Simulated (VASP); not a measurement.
A run of VASP 6.6.1 is set up as follows.

The input INCAR:

```
SYSTEM = Tc3Sn
  PREC = Accurate
  ENCUT = 520
  EDIFF = 1E-6
  ISMEAR = -1
  SIGMA = 0.05
  LREAL = .False.
  LASPH = .True.
  NELM = 60
  ALGO = Normal
  ISIF = 2
  LWAVE = .False.
  LCHARG = .False.
  GGA = PS
  IVDW = 12
  NBANDS = 34
```

Contents of KPOINTS:

```
Automatic mesh
0
Gamma
  2 2 2
  0 0 0
```

The input POSCAR:

```
Tc3Sn
1.0
    0.0000000000      3.1721940000      3.1721940000
    3.1721940000      0.0000000000      3.1721940000
    3.1721940000      3.1721940000      0.0000000000
Tc Sn
3 1
Direct
    0.2500000000      0.2500000000      0.2500000000
    0.7500000000      0.7500000000      0.7500000000
    0.5000000000      0.5000000000      0.5000000000
    0.0000000000      0.0000000000      0.0000000000
```

Potentials or basis: VASP PAW PBE potentials, release 64 (Tc_pv, Sn_d).

The run is started by

```sh
$ cat potpaw_PBE.64/Tc_pv/POTCAR potpaw_PBE.64/Sn_d/POTCAR > POTCAR
$ mpirun -np 1 vasp_std > vasp.out
```

Problem. Estimate the pressure.

Solution. -13.2 GPa.

Problem. Predict the dispersion energy per atom.

Solution. -0.581 eV.

Caveat: the k points lie up to 0.86 Å⁻¹ apart; three body term missing; the PAW data sets were made with another functional, which shifts forces and pressure a little; pairwise dispersion overbinds metals, which lowers pressure and volume.
